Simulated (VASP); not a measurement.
Wanted: the native input for a VASP 6.6.1 run.

| Property | Result |
| --- | --- |
| Task | single point |
| Functional | PBEsol |
| Potentials or basis | VASP PAW PBE potentials, release 64 (Ge_d) |
| Cutoff | 520 eV |
| k mesh | 5 × 5 × 3 |
| Occupations | methfessel-paxton, width 0.1 eV |
| Spin | no spin polarisation |
| Dipole correction | no |
| Further INCAR settings | ALGO = Normal; EDIFF = 1e-07; NBANDS = 36 |

The structure of Ge lies in POSCAR:

```
Ge
1.0
    4.0280500000     -0.0588600000      0.0361800000
   -2.0650000000      3.3314100000      0.0136100000
    0.0597300000      0.0604300000      6.3765300000
Ge
4
Direct
    0.6811509898      0.3293787527      0.0906228989
    0.3538500000      0.6855800000      0.5613900000
    0.7000900000      0.3410400000      0.4434100000
    0.3506700000      0.7050200000      0.9347100000
```

One way to write it, as run:

INCAR

```
SYSTEM = Ge
ALGO = Normal
EDIFF = 1E-7
ENCUT = 520
GGA = PS
ISIF = 2
ISMEAR = 1
LASPH = .True.
LCHARG = .False.
LREAL = .False.
LWAVE = .False.
NBANDS = 36
NELM = 60
PREC = Accurate
SIGMA = 0.1
```

KPOINTS

```
k-points
0
Gamma
  5 5 3
  0 0 0
```

Potentials or basis: VASP PAW PBE potentials, release 64 (Ge_d).

Launch:

```bash
$ cat potpaw_PBE.64/Ge_d/POTCAR > POTCAR
$ mpirun -np 1 vasp_std > vasp.out
```

It gave:

| Property | Result |
| --- | --- |
| Pressure | 8.0 GPa |
| Largest force | 2.971 eV/Å |
| Band gap on the k mesh | zero (bands 28 and 29 overlap by 0.33 eV) |

Caveat: the k points lie up to 0.37 Å⁻¹ apart; semilocal functionals underestimate gaps, so a narrow gap can read as zero; the PAW data sets were made with another functional, which shifts forces and pressure a little.

Run time: 65 s on 1 thread of Intel(R) Xeon(R) 6975P-C (Granite Rapids), with other jobs on the host, peak memory 0.22 GiB.
